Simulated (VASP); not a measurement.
Here is a VASP 6.6.1 calculation.

The input INCAR:

```
PREC = Accurate
ENCUT = 600
EDIFF = 1E-6
ISMEAR = -1
SIGMA = 0.1
LREAL = F
LASPH = T
NELM = 80
ALGO = Normal
ISIF = 3
LWAVE = F
LCHARG = F
GGA = PE
IBRION = 2
NSW = 80
EDIFFG = -0.01
```

KPOINTS

```
regular mesh
0
Gamma
  13 13 4
```

File POSCAR:

```
Pt
1.0
    2.7740467412      0.0000000000      0.0000000000
   -1.3870233706      2.4023949491      0.0000000000
    0.0000000000      0.0000000000      9.0600366567
Pt
4
Direct
    0.0000000000      0.0000000000      0.0000000000
    0.0000000000      0.0000000000      0.5000000000
    0.3333333333      0.6666666667      0.2500000000
    0.6666666667      0.3333333333      0.7500000000
```

Potentials or basis: VASP PAW PBE potentials, release 64 (Pt).

Run with:

```bash
$ cat potpaw_PBE.64/Pt/POTCAR > POTCAR
$ mpirun -np 1 vasp_std > vasp.out
```

Q: Predict the relaxed cell.

A: a = 2.790 Å, b = 2.790 Å, c = 9.309 Å, α = 90.00°, β = 90.00°, γ = 120.00°.

Q: Predict the relaxed volume.

A: 15.69 Å³/atom.

Final structure:
```cif
data_structure
_symmetry_space_group_name_H-M 'P 1'
_symmetry_Int_Tables_number 1
_cell_length_a 2.7897
_cell_length_b 2.7897
_cell_length_c 9.3091
_cell_angle_alpha 90.000
_cell_angle_beta 90.000
_cell_angle_gamma 120.000
_cell_volume 62.74
loop_
_atom_site_label
_atom_site_type_symbol
_atom_site_fract_x
_atom_site_fract_y
_atom_site_fract_z
_atom_site_occupancy
Pt1 Pt 0.00000 0.00000 0.00000 1
Pt2 Pt 0.00000 0.00000 0.50000 1
Pt3 Pt 0.33333 0.66667 0.25000 1
Pt4 Pt 0.66667 0.33333 0.75000 1
```
